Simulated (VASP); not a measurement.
# Ca (I4/mmm) in VASP: a series of runs

Ca is run at these levels: PBE; tasks: single point.

Everything below comes from runs of VASP 6.6.1. Logs are shortened: lines on timing, memory, paths and dates and some standing lists are left out, and cuts for length are marked.

## 1. The cell of the first run

The structure is tetragonal, space group I4/mmm (No. 139). Conventional cell: a = 4.390 Å, b = 4.390 Å, c = 4.480 Å, α = 90.00°, β = 90.00°, γ = 90.00°. Within 5.0 Å of Ca (site symmetry 4/mmm) lie 14 Ca at 3.83 to 4.48 Å.

## 2. Single point, PBE (strain -0.0200 x Voigt [1, 1, 0, 0, 0, 0])

File INCAR:

```
  PREC = Accurate
  ENCUT = 520
  EDIFF = 1E-6
  ISMEAR = 0
  SIGMA = 0.15
  LREAL = F
  LASPH = T
  NELM = 100
  ALGO = Fast
  ISIF = 2
  LWAVE = F
  LCHARG = F
  GGA = PE
  NBANDS = 11
```

File KPOINTS:

```
Automatic mesh
0
Gamma
  16 16 16
```

File POSCAR:

```
Ca
1.0
   -2.1952000000      2.1952000000      2.2400000000
    2.1952000000     -2.1952000000      2.2400000000
    2.1952000000      2.1952000000     -2.2400000000
Ca
1
Direct
    0.0000000000      0.0000000000      0.0000000000
```

Potentials or basis: VASP PAW PBE potentials, release 64 (Ca_sv).

Launch:

```bash
$ cat potpaw_PBE.64/Ca_sv/POTCAR > POTCAR
$ mpirun -np 1 vasp_std > vasp.out
```

OUTCAR:

```text
PREC = Accurate
   ENCUT = 520
   EDIFF = 1E-6
   ISMEAR = 0
   LREAL = F
   LASPH = T
   NELM = 100
   ISIF = 2
   GGA = PE

 ion  position               nearest neighbor table
   1  0.000  0.000  0.000-

  LATTYP: Found a body centered tetragonal cell.
 ALAT       =     4.3904000000
 C/A-ratio  =     1.0204081633

  Lattice vectors:

 A1 = (  -2.1952000000,   2.1952000000,   2.2400000000)
 A2 = (   2.1952000000,  -2.1952000000,   2.2400000000)
 A3 = (   2.1952000000,   2.1952000000,  -2.2400000000)

Analysis of symmetry for initial positions (statically):
=====================================================================
 Subroutine PRICEL returns:
 Original cell was already a primitive cell.

 Routine SETGRP: Setting up the symmetry group for a
 body centered tetragonal supercell.

 Subroutine GETGRP returns: Found 16 space group operations
 (whereof 16 operations were pure point group operations)
 out of a pool of 16 trial point group operations.

The static configuration has the point symmetry D_4h.

Analysis of symmetry for dynamics (positions and initial velocities):
=====================================================================
 Subroutine PRICEL returns:
 Original cell was already a primitive cell.

 Routine SETGRP: Setting up the symmetry group for a
 body centered tetragonal supercell.

 Subroutine GETGRP returns: Found 16 space group operations
 (whereof 16 operations were pure point group operations)
 out of a pool of 16 trial point group operations.

The dynamic configuration has the point symmetry D_4h.

 Subroutine INISYM returns: Found 16 space group operations
 (whereof 16 operations are pure point group operations),
 and found     1 'primitive' translations

----------------------------------------------------------------------------------------

                                     Primitive cell

  volume of cell :      43.1774

  direct lattice vectors                    reciprocal lattice vectors
    -2.195200000  2.195200000  2.240000000     0.000000000  0.227769679  0.223214286
     2.195200000 -2.195200000  2.240000000     0.227769679  0.000000000  0.223214286
     2.195200000  2.195200000 -2.240000000     0.227769679  0.227769679  0.000000000

  length of vectors
     3.828237986  3.828237986  3.828237986     0.318910088  0.318910088  0.322114970

  position of ions in fractional coordinates (direct lattice)
     0.000000000  0.000000000  0.000000000

  ion indices of the primitive-cell ions
   primitive index   ion index
                 1           1

[... 69 lines left out ...]
   ENCUT  =  520.0 eV  38.22 Ry    6.18 a.u.   7.12  7.12  7.12*2*pi/ulx,y,z
   NELM   =    100;   NELMIN=  2; NELMDL= -5     # of ELM steps
   EDIFF  = 0.1E-05   stopping-criterion for ELM
   LREAL  =      F    real-space projection
[... 7 lines left out ...]
   TEBEG  =    0.0;   TEEND  =   0.0 temperature during run
   PSTRESS=    0.0 pullay stress
   NELECT =      10.0000    total number of electrons
   NUPDOWN=      -1.0000    fix difference up-down
   EMIN   =  10.00;   EMAX   =-10.00  energy-range for DOS
   EFERMI =   0.00;   METHOD = LEGACY
   ISMEAR =     0;   SIGMA  =   0.15  broadening in eV -4-tet -1-fermi 0-gaus
   EFERMI_NEDOS =   21; number of points for ismear=-14 and -15
   IALGO  =     68    algorithm
   IMIX   =      4    mixing-type and parameters
     AMIX     =   0.40;   BMIX     =  1.00
     AMIX_MAG =   1.60;   BMIX_MAG =  1.00
  volume/ion in A,a.u.               =      43.18       291.38
  Fermi-wavevector in a.u.,A,eV,Ry     =   1.005363  1.899860 13.752145  1.010754
  Thomas-Fermi vector in A             =   2.138037
   LORBIT       =      0    0 simple, 1 ext, 2 COOP (PROOUT), +10 PAW based schemes
   GGA     = PE    functional components
   LHFCALC =     F    Hartree Fock is set to
   AEXX    =    0.0000 exact exchange contribution
   IVDW    =     0    specifies the selected vdW correction
   LEPSILON=     F    determine dielectric tensor
   LRPA    =     F    only Hartree local field effects (RPA)
 non-spin polarized calculation
 RMM-DIIS sequential band-by-band and
 Gauss-broadening in eV      SIGMA  =   0.15
  energy-cutoff  :      520.00
  volume of cell :       43.18
 maximum number of plane-waves:      1180
   NGX = 15   NGY = 15   NGZ = 15

 number of electron      10.0000000 magnetization

 number of electron       9.9999999 magnetization

 Free energy of the ion-electron system (eV)
  ---------------------------------------------------
  ext. energy  EPLUGINS =         0.00000000
  ---------------------------------------------------
  free energy    TOTEN  =        -1.92122741 eV

  energy without entropy =       -1.90306171  energy(sigma->0) =       -1.91214456

 E-fermi :   1.9236     XC(G=0):  -7.6647

 val. band max:        1.9230520658   @ k =   0.3750   0.1250   0.1250
 cond. band min:       1.9287440583   @ k =   0.4375   0.4375   0.0625
 fundamental gap:      0.0056919925
 Fermi energy:         1.9235538581

 k-point     1 :       0.0000    0.0000    0.0000
  band No.  band energies     occupation
      1     -40.1975      2.00000
      2     -21.1167      2.00000
      3     -21.1167      2.00000
      4     -21.1136      2.00000
      5      -2.1098      2.00000
      6       4.1519      0.00000
      7       4.1519      0.00000
      8       4.2391      0.00000
      9       5.1526      0.00000
     10       5.2628      0.00000
     11      11.8758      0.00000
[... 309 lines left out ...]
 k-point    24 :      -0.0625    0.0625    0.0000
  band No.  band energies     occupation
      1     -40.1970      2.00000
      2     -21.1216      2.00000
      3     -21.1167      2.00000
      4     -21.1154      2.00000
      5      -2.0393      2.00000
      6       4.1061      0.00000
      7       4.2042      0.00000
      8       4.2122      0.00000
      9       5.1560      0.00000
     10       5.2098      0.00000
     11      11.9870      0.00000

 [... further k-points ...]
[... 5 lines left out ...]
  --------------------------------------------------------------------------------------
  -------------------------------------------------------------------------------------
  Total       -0.1084406     -0.1084406     -0.0968789      0.0000000      0.0000000     -0.0000000
  in kB       -4.0238919     -4.0238919     -3.5948715      0.0000000      0.0000000     -0.0000000
  external PRESSURE =      -3.8808851 kB  Pullay stress =       0.0000000 kB

 VOLUME and BASIS-vectors are now :
 -----------------------------------------------------------------------------
  energy-cutoff  :      520.00
  volume of cell :       43.18
      direct lattice vectors                 reciprocal lattice vectors
    -2.195200000  2.195200000  2.240000000     0.000000000  0.227769679  0.223214286
     2.195200000 -2.195200000  2.240000000     0.227769679  0.000000000  0.223214286
     2.195200000  2.195200000 -2.240000000     0.227769679  0.227769679  0.000000000

 POSITION                                       TOTAL-FORCE (eV/Angst)
 -----------------------------------------------------------------------------------
      0.00000      0.00000      0.00000        -0.000000      0.000000      0.000000
 -----------------------------------------------------------------------------------
    total drift:                               -0.000000     -0.000000     -0.000000

  FREE ENERGIE OF THE ION-ELECTRON SYSTEM (eV)
  ---------------------------------------------------
  free  energy   TOTEN  =        -1.9212274136 eV

  energy  without entropy=       -1.9030617142  energy(sigma->0) =       -1.91214456
```

OSZICAR:

```text
N       E                     dE             d eps       ncg     rms          rms(c)
DAV:   1     0.661238904393E+02    0.66124E+02   -0.49708E+03  7686   0.819E+02
DAV:   2    -0.389077496182E+00   -0.66513E+02   -0.65920E+02  8404   0.207E+02
DAV:   3    -0.186030542330E+01   -0.14712E+01   -0.14529E+01 11275   0.303E+01
DAV:   4    -0.192731292433E+01   -0.67008E-01   -0.66782E-01 10117   0.519E+00
DAV:   5    -0.192866287311E+01   -0.13499E-02   -0.13498E-02 10760   0.634E-01    0.222E+00
RMM:   6    -0.192231887659E+01    0.63440E-02   -0.94896E-03  8166   0.107E+00    0.138E+00
RMM:   7    -0.192141402331E+01    0.90485E-03   -0.21670E-02  9226   0.182E+00    0.110E-01
RMM:   8    -0.192108063926E+01    0.33338E-03   -0.48363E-03  9089   0.838E-01    0.262E-02
RMM:   9    -0.192119048680E+01   -0.10985E-03   -0.12260E-03 11491   0.396E-01    0.218E-02
RMM:  10    -0.192122080380E+01   -0.30317E-04   -0.22443E-04 11835   0.149E-01    0.494E-03
RMM:  11    -0.192122707787E+01   -0.62741E-05   -0.50134E-05 12182   0.614E-02    0.889E-03
RMM:  12    -0.192122828125E+01   -0.12034E-05   -0.49916E-06 10162   0.242E-02    0.743E-03
RMM:  13    -0.192122741359E+01    0.86766E-06   -0.34546E-06  8046   0.130E-02
   1 F= -.19212274E+01 E0= -.19121446E+01  d E =-.181657E-01
```

It took 79 s on 1 thread of Intel Xeon Platinum 8488C (Sapphire Rapids), shared host; peak memory 0.28 GiB.

What came out:

| Item | Value |
| --- | --- |
| Free energy | -1.9212 eV |
| Pressure | -0.4 GPa |
| Band gap on the k mesh | zero (band 5 reaches 2.24 eV, above the bottom of band 6 at 1.85 eV) |

Levels at points of the mesh, in eV from the Fermi level:
```csv
k point,band 3,band 4,band 5,band 6,band 7,band 8
"(0.00, 0.00, 0.00)",-23.04,-23.04,-4.03,2.23,2.23,2.32
"(0.50, 0.00, 0.00)",-23.08,-23.04,-0.91,-0.07,1.36,3.14
"(0.50, 0.50, 0.00)",-23.08,-23.04,-0.87,-0.01,1.25,3.25
"(0.50, 0.50, 0.50)",-23.13,-23.13,0.04,0.09,3.61,3.94
```

Caveat: the cell differs from its parent crystal (strain -0.0200 x Voigt [1, 1, 0, 0, 0, 0]).

## 3. Single point, PBE (strain -0.0100 x Voigt [1, 1, 0, 0, 0, 0])

File INCAR:

```
SYSTEM = Ca
  PREC = Accurate
  ENCUT = 520
  EDIFF = 1E-7
  ISMEAR = 0
  SIGMA = 0.15
  LREAL = .False.
  LASPH = .True.
  NELM = 100
  ALGO = Fast
  ISIF = 2
  LWAVE = .False.
  LCHARG = .False.
  GGA = PE
  NBANDS = 11
```

File KPOINTS:

```
Automatic mesh
0
Gamma
  16 16 16
  0 0 0
```

File POSCAR:

```
Ca
1.0
   -2.2176000000      2.2176000000      2.2400000000
    2.2176000000     -2.2176000000      2.2400000000
    2.2176000000      2.2176000000     -2.2400000000
Ca
1
Direct
    0.0000000000      0.0000000000      0.0000000000
```

Potentials or basis: VASP PAW PBE potentials, release 64 (Ca_sv).

Launch:

```bash
$ cat potpaw_PBE.64/Ca_sv/POTCAR > POTCAR
$ mpirun -np 1 vasp_std > vasp.out
```

Wall time 2.5 min (1 thread of Intel Xeon Platinum 8488C (Sapphire Rapids), shared host); peak memory 0.29 GiB.

Results (log left out):

* Free energy: -1.9184 eV
* Pressure: -0.7 GPa
* Band gap on the k mesh: zero (band 5 reaches 2.17 eV, above the bottom of band 6 at 1.77 eV)

Levels at points of the mesh, in eV from the Fermi level:
```tsv
k point	band 2	band 3	band 4	band 5	band 6	band 7	band 8	band 9
(0.00, 0.00, 0.00)	-23.09	-23.09	-23.09	-4.00	2.21	2.21	2.26	3.21
(0.50, 0.00, 0.00)	-23.21	-23.13	-23.09	-0.89	-0.08	1.33	3.11	3.49
(0.50, 0.50, 0.00)	-23.21	-23.13	-23.09	-0.87	-0.05	1.28	3.16	3.51
(0.50, 0.50, 0.50)	-23.18	-23.18	-23.18	0.08	0.10	3.64	3.80	3.80
```

Caveat: the cell differs from its parent crystal (strain -0.0100 x Voigt [1, 1, 0, 0, 0, 0]).

## 4. Single point, PBE (strain +0.0050 x Voigt [1, 1, 0, 0, 0, 0])

File INCAR:

```
SYSTEM = Ca
  PREC = Accurate
  ENCUT = 520
  EDIFF = 1E-6
  ISMEAR = 0
  SIGMA = 0.15
  LREAL = .FALSE.
  LASPH = .TRUE.
  NELM = 60
  ALGO = Fast
  ISIF = 2
  LWAVE = .FALSE.
  LCHARG = .TRUE.
  GGA = PE
  LELF = .TRUE.
  LVHAR = .TRUE.
  NBANDS = 11
```

File KPOINTS:

```
regular mesh
0
G
  16 16 16
  0 0 0
```

File POSCAR:

```
Ca
1.0
   -2.2512000000      2.2512000000      2.2400000000
    2.2512000000     -2.2512000000      2.2400000000
    2.2512000000      2.2512000000     -2.2400000000
Ca
1
Direct
    0.0000000000      0.0000000000      0.0000000000
```

Potentials or basis: VASP PAW PBE potentials, release 64 (Ca_sv).

Launch:

```bash
$ cat potpaw_PBE.64/Ca_sv/POTCAR > POTCAR
$ mpirun -np 1 vasp_std > vasp.out
```

OUTCAR:

```text
SYSTEM = Ca
   PREC = Accurate
   ENCUT = 520
   EDIFF = 1E-6
   ISMEAR = 0
   LREAL = .FALSE.
   LASPH = .TRUE.
   NELM = 60
   ISIF = 2
   GGA = PE

 ion  position               nearest neighbor table
   1  0.000  0.000  0.000-

  LATTYP: Found a body centered tetragonal cell.
 ALAT       =     4.5024000000
 C/A-ratio  =     0.9950248756

  Lattice vectors:

 A1 = (  -2.2512000000,   2.2512000000,   2.2400000000)
 A2 = (   2.2512000000,  -2.2512000000,   2.2400000000)
 A3 = (   2.2512000000,   2.2512000000,  -2.2400000000)

Analysis of symmetry for initial positions (statically):
=====================================================================
 Subroutine PRICEL returns:
 Original cell was already a primitive cell.

 Routine SETGRP: Setting up the symmetry group for a
 body centered tetragonal supercell.

 Subroutine GETGRP returns: Found 16 space group operations
 (whereof 16 operations were pure point group operations)
 out of a pool of 16 trial point group operations.

The static configuration has the point symmetry D_4h.

Analysis of symmetry for dynamics (positions and initial velocities):
[... 159 lines left out ...]
 E-fermi :   1.7287     XC(G=0):  -7.5130

 val. band max:        1.7272216064   @ k =   0.3750   0.1250   0.1250
 cond. band min:       1.7350443193   @ k =  -0.3750  -0.3750   0.1875
 fundamental gap:      0.0078227129
 Fermi energy:         1.7286536187

 k-point     1 :       0.0000    0.0000    0.0000
  band No.  band energies     occupation
      1     -40.5140      2.00000
      2     -21.4370      2.00000
      3     -21.4364      2.00000
      4     -21.4364      2.00000
      5      -2.2111      2.00000
      6       3.8979      0.00000
      7       3.9187      0.00000
      8       3.9187      0.00000
      9       4.8760      0.00000
     10       4.9018      0.00000
     11      11.5487      0.00000
[... 309 lines left out ...]
 k-point    24 :      -0.0625    0.0625    0.0000
  band No.  band energies     occupation
      1     -40.5136      2.00000
      2     -21.4406      2.00000
      3     -21.4384      2.00000
      4     -21.4364      2.00000
      5      -2.1446      2.00000
      6       3.8747      0.00000
      7       3.8787      0.00000
      8       3.9675      0.00000
      9       4.8267      0.00000
     10       4.9024      0.00000
     11      11.4881      0.00000

 [... further k-points ...]
[... 5 lines left out ...]
  --------------------------------------------------------------------------------------
  -------------------------------------------------------------------------------------
  Total       -0.3147427     -0.3147427     -0.3160510      0.0000000      0.0000000      0.0000000
  in kB      -11.1052930    -11.1052930    -11.1514575      0.0000000      0.0000000      0.0000000
  external PRESSURE =     -11.1206811 kB  Pullay stress =       0.0000000 kB

 VOLUME and BASIS-vectors are now :
 -----------------------------------------------------------------------------
  energy-cutoff  :      520.00
  volume of cell :       45.41
      direct lattice vectors                 reciprocal lattice vectors
    -2.251200000  2.251200000  2.240000000     0.000000000  0.222103767  0.223214286
     2.251200000 -2.251200000  2.240000000     0.222103767  0.000000000  0.223214286
     2.251200000  2.251200000 -2.240000000     0.222103767  0.222103767  0.000000000

 POSITION                                       TOTAL-FORCE (eV/Angst)
 -----------------------------------------------------------------------------------
      0.00000      0.00000      0.00000         0.000000      0.000000     -0.000000
 -----------------------------------------------------------------------------------
    total drift:                               -0.000000     -0.000000      0.000000

  FREE ENERGIE OF THE ION-ELECTRON SYSTEM (eV)
  ---------------------------------------------------
  free  energy   TOTEN  =        -1.9109857915 eV

  energy  without entropy=       -1.8928088557  energy(sigma->0) =       -1.90189732
```

Wall time 2.2 min (1 thread of Intel Xeon Platinum 8488C (Sapphire Rapids), shared host); peak memory 0.28 GiB.

What came out:

- Free energy: -1.9110 eV
- Pressure: -1.1 GPa
- Band gap on the k mesh: zero (band 5 reaches 2.06 eV, above the bottom of band 6 at 1.63 eV)

Levels at points of the mesh, in eV from the Fermi level:
```tsv
k point	band 2	band 3	band 4	band 5	band 6	band 7	band 8	band 9
(0.00, 0.00, 0.00)	-23.17	-23.17	-23.17	-3.94	2.17	2.19	2.19	3.15
(0.50, 0.00, 0.00)	-23.27	-23.20	-23.17	-0.87	-0.08	1.29	3.06	3.41
(0.50, 0.50, 0.00)	-23.27	-23.20	-23.16	-0.88	-0.10	1.32	3.04	3.40
(0.50, 0.50, 0.50)	-23.24	-23.24	-23.24	0.11	0.12	3.61	3.61	3.69
```

Caveat: the cell differs from its parent crystal (strain +0.0050 x Voigt [1, 1, 0, 0, 0, 0]).

## 5. Single point, PBE (strain +0.0150 x Voigt [1, 1, 0, 0, 0, 0])

File INCAR:

```
ALGO = Fast
EDIFF = 1E-7
ENCUT = 520
GGA = PE
ISIF = 2
ISMEAR = 0
LASPH = T
LCHARG = F
LREAL = F
LWAVE = F
NBANDS = 11
NELM = 100
PREC = Accurate
SIGMA = 0.15
```

File KPOINTS:

```
k-points
0
Gamma
  16 16 16
```

File POSCAR:

```
Ca
1.0
   -2.2736000000      2.2736000000      2.2400000000
    2.2736000000     -2.2736000000      2.2400000000
    2.2736000000      2.2736000000     -2.2400000000
Ca
1
Direct
    0.0000000000      0.0000000000      0.0000000000
```

Launch:

```bash
$ cat potpaw_PBE.64/Ca_sv/POTCAR > POTCAR
$ mpirun -np 1 vasp_std > vasp.out
```

Run time: 2.5 min. Hardware: 1 thread of Intel Xeon Platinum 8488C (Sapphire Rapids), shared host; peak memory 0.29 GiB.

It converged, with:

| Quantity | Value |
| --- | --- |
| Free energy | -1.9041 eV |
| Pressure | -1.4 GPa |
| Band gap on the k mesh | zero (band 5 reaches 1.98 eV, above the bottom of band 6 at 1.53 eV) |

Levels at points of the mesh, in eV from the Fermi level:
```tsv
k point	band 1	band 2	band 3	band 4	band 5	band 6	band 7	band 8	band 9	band 10
(0.00, 0.00, 0.00)	-42.29	-23.21	-23.21	-23.21	-3.90	2.11	2.18	2.18	3.07	3.15
(0.50, 0.00, 0.00)	-42.28	-23.31	-23.25	-23.21	-0.85	-0.08	1.27	3.02	3.36	4.02
(0.50, 0.50, 0.00)	-42.28	-23.31	-23.25	-23.21	-0.88	-0.13	1.35	2.95	3.33	4.01
(0.50, 0.50, 0.50)	-42.27	-23.29	-23.29	-23.29	0.12	0.15	3.49	3.49	3.72	3.81
```

Caveat: the cell differs from its parent crystal (strain +0.0150 x Voigt [1, 1, 0, 0, 0, 0]).

## 6. Summary

| cell | further INCAR settings | gap on the mesh (eV) | pressure (GPa) |
| --- | --- | --- | --- |
| a = 3.828 Å, angles 110.0, 110.0, 108.4°, 1 atom | ALGO = Fast; EDIFF = 1e-06; NBANDS = 11 | none | -0.4 |
| a = 3.854 Å, angles 109.7, 109.7, 108.9°, 1 atom | ALGO = Fast; EDIFF = 1e-07; NBANDS = 11 | none | -0.7 |
| a = 3.893 Å, angles 109.3, 109.3, 109.7°, 1 atom | ALGO = Fast; EDIFF = 1e-06; NBANDS = 11 | none | -1.1 |
| a = 3.919 Å, angles 109.1, 109.1, 110.3°, 1 atom | ALGO = Fast; EDIFF = 1e-07; NBANDS = 11 | none | -1.4 |

Alike in all rows: task single point; level PBE; potentials or basis VASP PAW PBE potentials, release 64 (Ca_sv); no spin polarisation; k mesh 16 × 16 × 16; cutoff (eV) 520; smearing gaussian 0.15 eV.

Absolute energies hang on the potentials; compare differences alone.
